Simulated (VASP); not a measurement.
A run of VASP 6.6.1 is set up as follows.

Contents of INCAR:

```
ALGO = Fast ; EDIFF = 1E-6
ENCUT = 520 ; GGA = PE
ISIF = 2 ; ISMEAR = 0
LASPH = T ; LCHARG = F
LREAL = F ; LWAVE = F
NBANDS = 32 ; NELM = 80
PREC = Accurate ; SIGMA = 0.1
```

Contents of KPOINTS:

```
k-points
0
Gamma
  8 8 8
```

File POSCAR:

```
HfSbAu3
1.0
    5.1889884797      0.0000000000      0.0000000000
    0.0000000000      5.1889884797      0.0000000000
    0.0000000000      0.0000000000      5.1889884797
Hf Sb Au
1 1 3
Direct
    0.5000000000      0.5000000000      0.5000000000
    0.0000000000      0.0000000000      0.0000000000
    0.0000000000      0.5000000000      0.5000000000
    0.5000000000      0.0000000000      0.5000000000
    0.5000000000      0.5000000000      0.0000000000
```

Potentials or basis: VASP PAW PBE potentials, release 64 (Hf_pv, Sb, Au).

Launch:

```sh
$ cat potpaw_PBE.64/Hf_pv/POTCAR potpaw_PBE.64/Sb/POTCAR potpaw_PBE.64/Au/POTCAR > POTCAR
$ mpirun -np 1 vasp_std > vasp.out
```

What does it give for the pressure?

-0.4 GPa.

What does it give for the band gap on the k mesh?

Zero (band 24 reaches 4.77 eV, above the bottom of band 25 at 2.93 eV).

Caveat: spin-orbit coupling is left out, which moves the levels of the heavy elements.
